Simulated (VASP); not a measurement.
Here is a VASP 6.6.1 calculation.

Contents of INCAR:

```
  ALGO = Normal
  EDIFF = 1E-7
  ENCUT = 520
  GGA = PE
  ISIF = 2
  ISMEAR = 0
  LASPH = T
  LCHARG = F
  LREAL = F
  LWAVE = F
  NBANDS = 43
  NELM = 60
  PREC = Accurate
  SIGMA = 0.1
```

The input KPOINTS:

```
k-points
0
Gamma
  8 4 4
```

POSCAR

```
Sr2Al2O
1.0
    4.6741676910     -0.0022826468     -0.0138878940
    0.0049195301      8.1134358440      0.3203790962
    0.0214834915      2.4388270670      6.8282977406
Sr Al O
4 4 2
Direct
    0.5000000528      0.1216379447      0.2031060686
   -0.0000001605      0.5848369862      0.1932161708
    0.4999999472      0.8783620553      0.7968939314
    1.0000001605      0.4151630138      0.8067838292
    0.0000003000      0.8185048118      0.5370101855
    0.4999997706      0.3111599252      0.5687177797
    0.9999997000      0.1814951882      0.4629898145
    0.5000002294      0.6888400748      0.4312822203
    1.0000003252      0.7229406301      0.8222605703
   -0.0000003252      0.2770593699      0.1777394297
```

Potentials or basis: VASP PAW PBE potentials, release 64 (Sr_sv, Al, O).

Run with:

```bash
$ cat potpaw_PBE.64/Sr_sv/POTCAR potpaw_PBE.64/Al/POTCAR potpaw_PBE.64/O/POTCAR > POTCAR
$ mpirun -np 1 vasp_std > vasp.out
```

Question: Predict the pressure.

Answer: -0.4 GPa.

Question: Estimate the band gap on the k mesh.

Answer: Zero (bands 32 and 33 overlap by 0.05 eV).

Question: Estimate the largest force.

Answer: 0.034 eV/Å.

Forces on the atoms (eV/Å):
```
Sr   0.000 -0.017 -0.008
Sr   0.000  0.022  0.026
Sr   0.000  0.017  0.008
Sr   0.000 -0.022 -0.026
Al   0.000 -0.002 -0.014
Al   0.000 -0.002 -0.003
Al   0.000  0.002  0.014
Al   0.000  0.002  0.003
O    0.000  0.012 -0.017
O    0.000 -0.012  0.017
```
